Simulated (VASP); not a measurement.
A run of VASP 6.6.1 is set up as follows.

File INCAR:

```
SYSTEM = Os
  PREC = Accurate
  ENCUT = 520
  EDIFF = 1E-6
  ISMEAR = 0
  SIGMA = 0.1
  LREAL = .FALSE.
  LASPH = .TRUE.
  NELM = 80
  ALGO = Normal
  ISIF = 2
  LWAVE = .FALSE.
  LCHARG = .FALSE.
  GGA = PE
  NBANDS = 10
```

KPOINTS

```
regular mesh
0
G
  22 22 22
  0 0 0
```

Contents of POSCAR:

```
Os
1.0
    2.5568956992      0.0000000000      0.0000000000
    0.0000000000      2.5568956992      0.0000000000
    0.0000000000      0.0000000000      2.5568956992
Os
1
Direct
    0.0000000000      0.0000000000      0.0000000000
```

Potentials or basis: VASP PAW PBE potentials, release 64 (Os).

Command:

```bash
$ cat potpaw_PBE.64/Os/POTCAR > POTCAR
$ mpirun -np 1 vasp_std > vasp.out
```

Task: Estimate the pressure.

Result: -0.3 GPa.

Task: What does it give for the band gap on the k mesh?

Result: Zero (bands 4 and 5 overlap by 5.90 eV).

Caveat: spin-orbit coupling is left out, which moves the levels of the heavy elements.
